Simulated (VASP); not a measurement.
O3F2, 10 atoms in the cell. The structure is cubic, space group Pn-3m (No. 224). Conventional cell: a = 4.924 Å, b = 4.924 Å, c = 4.924 Å, α = 90.00°, β = 90.00°, γ = 90.00°. Within 2.8 Å of F (site symmetry -3m) lie 6 O at 2.13 Å. Within 2.8 Å of O (site symmetry -42m) lie 4 F at 2.13 Å and 4 O at 2.46 Å. 

```yaml
Program: VASP 6.6.1
Task: single point
Functional: PBE
Potentials_or_basis: VASP PAW PBE potentials, release 64 (F, O)
Cutoff: 520 eV
k_mesh: 8 × 8 × 8
Occupations: fermi-dirac, width 0.0612256 eV
Spin: no spin polarisation
Dipole_correction: no
Further_INCAR_settings: ALGO = Normal; EDIFF = 1e-07; NBANDS = 43
```

Potentials or basis: VASP PAW PBE potentials, release 64 (F, O).

Command:

```console
$ cat potpaw_PBE.64/F/POTCAR potpaw_PBE.64/O/POTCAR > POTCAR
$ mpirun -np 1 vasp_std > vasp.out
```

Hardware: 1 thread of AMD EPYC 9R45 96-Core Processor (Zen 5), on a shared host.

Q: How long does it take, and how much memory?

A: Run time: 76 s on 1 thread of AMD EPYC 9R45 96-Core Processor (Zen 5) (shared host), peak memory 0.26 GiB. Counts: scf iterations 13, k points 35.
